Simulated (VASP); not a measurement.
# GaAs2 (Fm-3m) in VASP: relaxation of cell and atoms with PBE

Aim: the relaxation of cell and atoms of GaAs2 with PBE.

Everything below comes from runs of VASP 6.6.1. Logs are shortened: lines on timing, memory, paths and dates and some standing lists are left out, and cuts for length are marked.

## 1. The cell of the first run

Symmetry: Fm-3m, No. 225, cubic system. Conventional cell: a = 6.368 Å, b = 6.368 Å, c = 6.368 Å, α = 90.00°, β = 90.00°, γ = 90.00°. Within 3.6 Å of Ga (site symmetry m-3m) lie 8 As at 2.76 Å. As (site symmetry -43m) has 4 Ga at 2.76 Å and 6 As at 3.18 Å within 3.6 Å.

## 2. Relaxation of cell and atoms, PBE

The input, INCAR:

```
SYSTEM = GaAs2
ALGO = Normal ; EDIFF = 1E-6
EDIFFG = -0.01 ; ENCUT = 600
GGA = PE ; IBRION = 2
ISIF = 3 ; ISMEAR = 0
LASPH = .True. ; LCHARG = .False.
LREAL = .False. ; LWAVE = .False.
NELM = 100 ; NSW = 100
PREC = Accurate ; SIGMA = 0.1
```

The input, KPOINTS:

```
k-points
0
Gamma
  12 12 12
  0 0 0
```

The input, POSCAR:

```
GaAs2
1.0
    0.0000000000      3.1842309307      3.1842309307
    3.1842309307      0.0000000000      3.1842309307
    3.1842309307      3.1842309307      0.0000000000
Ga As
1 2
Direct
    0.0000000000      0.0000000000      0.0000000000
    0.2500000000      0.2500000000      0.2500000000
    0.7500000000      0.7500000000      0.7500000000
```

Potentials or basis: VASP PAW PBE potentials, release 64 (Ga_d, As).

The run is started by

```
$ cat potpaw_PBE.64/Ga_d/POTCAR potpaw_PBE.64/As/POTCAR > POTCAR
$ mpirun -np 1 vasp_std > vasp.out
```

OUTCAR:

```text
SYSTEM = GaAs2
   EDIFF = 1E-6
   EDIFFG = -0.01
   ENCUT = 600
   GGA = PE
   IBRION = 2
   ISIF = 3
   ISMEAR = 0
   LASPH = .True.
   LREAL = .False.
   NELM = 100
   NSW = 100
   PREC = Accurate

 ion  position               nearest neighbor table
   1  0.000  0.000  0.000-   3 2.76   3 2.76   3 2.76   2 2.76   3 2.76   2 2.76   2 2.76   2 2.76

   2  0.250  0.250  0.250-   1 2.76   1 2.76   1 2.76   1 2.76
   3  0.750  0.750  0.750-   1 2.76   1 2.76   1 2.76   1 2.76

  LATTYP: Found a face centered cubic cell.
 ALAT       =     6.3684618614

  Lattice vectors:

 A1 = (   0.0000000000,   3.1842309307,   3.1842309307)
 A2 = (   3.1842309307,   0.0000000000,   3.1842309307)
 A3 = (   3.1842309307,   3.1842309307,   0.0000000000)

Analysis of symmetry for initial positions (statically):
=====================================================================
 Subroutine PRICEL returns:
 Original cell was already a primitive cell.

 Routine SETGRP: Setting up the symmetry group for a
 face centered cubic supercell.

 Subroutine GETGRP returns: Found 48 space group operations
 (whereof 48 operations were pure point group operations)
 out of a pool of 48 trial point group operations.

The static configuration has the point symmetry O_h .

Analysis of symmetry for dynamics (positions and initial velocities):
=====================================================================
 Subroutine PRICEL returns:
 Original cell was already a primitive cell.

 Routine SETGRP: Setting up the symmetry group for a
 face centered cubic supercell.

 Subroutine GETGRP returns: Found 48 space group operations
 (whereof 48 operations were pure point group operations)
 out of a pool of 48 trial point group operations.

The dynamic configuration has the point symmetry O_h .

 Subroutine INISYM returns: Found 48 space group operations
 (whereof 48 operations are pure point group operations),
 and found     1 'primitive' translations

----------------------------------------------------------------------------------------

                                     Primitive cell

  volume of cell :      64.5719

  direct lattice vectors                    reciprocal lattice vectors
     0.000000000  3.184230931  3.184230931    -0.157023787  0.157023787  0.157023787
     3.184230931  0.000000000  3.184230931     0.157023787 -0.157023787  0.157023787
     3.184230931  3.184230931  0.000000000     0.157023787  0.157023787 -0.157023787
[... 92 lines left out ...]
   ISIF   =      3    stress and relaxation
   ISYM   =      2    0-nonsym 1-usesym 2-fastsym
   POTIM  = 0.5000    time-step for ionic-motion
   TEBEG  =    0.0;   TEEND  =   0.0 temperature during run
   PSTRESS=    0.0 pullay stress
   NELECT =      23.0000    total number of electrons
   NUPDOWN=      -1.0000    fix difference up-down
   EMIN   =  10.00;   EMAX   =-10.00  energy-range for DOS
   EFERMI =   0.00;   METHOD = LEGACY
   ISMEAR =     0;   SIGMA  =   0.10  broadening in eV -4-tet -1-fermi 0-gaus
   EFERMI_NEDOS =   21; number of points for ismear=-14 and -15
   IALGO  =     38    algorithm
   IMIX   =      4    mixing-type and parameters
     AMIX     =   0.40;   BMIX     =  1.00
     AMIX_MAG =   1.60;   BMIX_MAG =  1.00
  volume/ion in A,a.u.               =      21.52       145.25
  Fermi-wavevector in a.u.,A,eV,Ry     =   1.160476  2.192982 18.323033  1.346705
  Thomas-Fermi vector in A             =   2.297058
   LORBIT       =      0    0 simple, 1 ext, 2 COOP (PROOUT), +10 PAW based schemes
   GGA     = PE    functional components
   LHFCALC =     F    Hartree Fock is set to
   AEXX    =    0.0000 exact exchange contribution
   IVDW    =     0    specifies the selected vdW correction
   LEPSILON=     F    determine dielectric tensor
   LRPA    =     F    only Hartree local field effects (RPA)
 conjugate gradient relaxation of ions
 non-spin polarized calculation
 Gauss-broadening in eV      SIGMA  =   0.10
  energy-cutoff  :      600.00
  volume of cell :       64.57
 maximum number of plane-waves:      2180
   NGX = 17   NGY = 17   NGZ = 17

 number of electron      23.0000011 magnetization

 Free energy of the ion-electron system (eV)
  ---------------------------------------------------
  ext. energy  EPLUGINS =         0.00000000
  ---------------------------------------------------
  free energy    TOTEN  =       -11.42598290 eV

  energy without entropy =      -11.41957212  energy(sigma->0) =      -11.42277751

 E-fermi :   4.9118     XC(G=0): -10.0551

 val. band max:        4.8712145386   @ k =   0.3333   0.1667   0.0000
 cond. band min:       4.9192199123   @ k =   0.2500   0.2500   0.0000
 fundamental gap:      0.0480053736
 Fermi energy:         4.9118400320

 k-point     1 :       0.0000    0.0000    0.0000
  band No.  band energies     occupation
      1     -10.1077      2.00000
      2     -10.1077      2.00000
      3     -10.1077      2.00000
      4     -10.0548      2.00000
      5     -10.0548      2.00000
      6      -8.6804      2.00000
      7      -3.4030      2.00000
      8       2.5206      2.00000
      9       2.5206      2.00000
     10       2.5206      2.00000
     11       3.7003      2.00000
     12       4.5214      2.00000
     13       4.5214      2.00000
     14       4.5214      2.00000
[... 401 lines left out ...]
      2     -10.1067      2.00000
      3     -10.0936      2.00000
      4     -10.0560      2.00000
      5     -10.0541      2.00000
      6      -6.4976      2.00000
      7      -6.0682      2.00000
      8      -1.2202      2.00000
      9       1.5449      2.00000
     10       1.5586      2.00000
     11       3.3788      2.00000
     12       4.3118      2.00000
     13       5.6398      0.00000
     14       7.4326      0.00000
     15       9.9576      0.00000

 [... further k-points ...]
[... 5 lines left out ...]
  --------------------------------------------------------------------------------------
  -------------------------------------------------------------------------------------
  Total        0.0012723      0.0012723      0.0012723      0.0000000      0.0000000      0.0000000
  in kB        0.0315697      0.0315697      0.0315697      0.0000000      0.0000000      0.0000000
  external PRESSURE =       0.0315697 kB  Pullay stress =       0.0000000 kB

 VOLUME and BASIS-vectors are now :
 -----------------------------------------------------------------------------
  energy-cutoff  :      600.00
  volume of cell :       64.57
      direct lattice vectors                 reciprocal lattice vectors
     0.000000000  3.184230931  3.184230931    -0.157023787  0.157023787  0.157023787
     3.184230931  0.000000000  3.184230931     0.157023787 -0.157023787  0.157023787
     3.184230931  3.184230931  0.000000000     0.157023787  0.157023787 -0.157023787

 POSITION                                       TOTAL-FORCE (eV/Angst)
 -----------------------------------------------------------------------------------
      0.00000      0.00000      0.00000        -0.000000     -0.000000     -0.000000
      1.59212      1.59212      1.59212        -0.000000     -0.000000     -0.000000
      4.77635      4.77635      4.77635         0.000000      0.000000      0.000000
 -----------------------------------------------------------------------------------
    total drift:                               -0.000000      0.000000      0.000000

  FREE ENERGIE OF THE ION-ELECTRON SYSTEM (eV)
  ---------------------------------------------------
  free  energy   TOTEN  =       -11.4259829039 eV

  energy  without entropy=      -11.4195721154  energy(sigma->0) =      -11.42277751

 reached required accuracy - stopping structural energy minimisation
```

OSZICAR:

```text
N       E                     dE             d eps       ncg     rms          rms(c)
DAV:   1     0.124488277341E+03    0.12449E+03   -0.11874E+04  2184   0.202E+03
DAV:   2    -0.692569418742E+00   -0.12518E+03   -0.12384E+03  2412   0.386E+02
DAV:   3    -0.112654264571E+02   -0.10573E+02   -0.10231E+02  2818   0.873E+01
DAV:   4    -0.114565773849E+02   -0.19115E+00   -0.19057E+00  2448   0.125E+01
DAV:   5    -0.114596172983E+02   -0.30399E-02   -0.30391E-02  2926   0.148E+00    0.279E+00
DAV:   6    -0.114329453148E+02    0.26672E-01   -0.58589E-02  2755   0.524E+00    0.165E+00
DAV:   7    -0.114259802581E+02    0.69651E-02   -0.13864E-02  3422   0.170E+00    0.242E-01
DAV:   8    -0.114257929119E+02    0.18735E-03   -0.26202E-03  2766   0.857E-01    0.602E-02
DAV:   9    -0.114259556532E+02   -0.16274E-03   -0.30793E-04  2433   0.203E-01    0.327E-02
DAV:  10    -0.114259805149E+02   -0.24862E-04   -0.70103E-05  2531   0.810E-02    0.186E-02
DAV:  11    -0.114259819810E+02   -0.14661E-05   -0.14534E-06  2081   0.135E-02    0.428E-03
DAV:  12    -0.114259829039E+02   -0.92285E-06   -0.19127E-06  1857   0.156E-02
   1 F= -.11425983E+02 E0= -.11422778E+02  d E =-.114260E+02
```

CONTCAR:

```text
GaAs2
   1.00000000000000
     0.0000000000000000    3.1842309307000001    3.1842309307000001
     3.1842309307000001    0.0000000000000000    3.1842309307000001
     3.1842309307000001    3.1842309307000001    0.0000000000000000
  Ga              As
     1     2
Direct
     0.0000000000000000    0.0000000000000000    0.0000000000000000
     0.2500000000000000    0.2500000000000000    0.2500000000000000
     0.7500000000000000    0.7500000000000000    0.7500000000000000

  0.00000000E+00  0.00000000E+00  0.00000000E+00
  0.00000000E+00  0.00000000E+00  0.00000000E+00
  0.00000000E+00  0.00000000E+00  0.00000000E+00
```

Run time: 87 s. Hardware: 1 thread of Intel Xeon 8259CL, shared host; peak memory 0.26 GiB.

Results:

* Free energy: -11.4260 eV
* Pressure after relaxing: 0.0 GPa
* Band gap on the k mesh: zero (an odd number of electrons rules out a gap without spin polarisation)

Final structure:
```
CELL_PARAMETERS angstrom
0.00000 3.18423 3.18423
3.18423 0.00000 3.18423
3.18423 3.18423 0.00000
ATOMIC_POSITIONS crystal
Ga 0.00000 0.00000 0.00000
As 0.25000 0.25000 0.25000
As 0.75000 0.75000 0.75000
```

Levels at points of the mesh, in eV from the Fermi level:
| k point | band 7 | band 8 | band 9 | band 10 | band 11 | band 12 | band 13 | band 14 | band 15 |
| --- | --- | --- | --- | --- | --- | --- | --- | --- | --- |
| (0.00, 0.00, 0.00) | -8.31 | -2.39 | -2.39 | -2.39 | -1.21 | -0.39 | -0.39 | -0.39 | 2.79 |
| (0.50, 0.00, 0.00) | -11.22 | -5.00 | -2.75 | -2.75 | -1.82 | -1.47 | -1.47 | 3.40 | 5.56 |
| (0.50, 0.50, 0.00) | -9.67 | -7.85 | -4.72 | -4.72 | -0.84 | 2.28 | 2.28 | 3.33 | 5.03 |

Caveat: the relaxation stopped at its first step, so nothing moved.
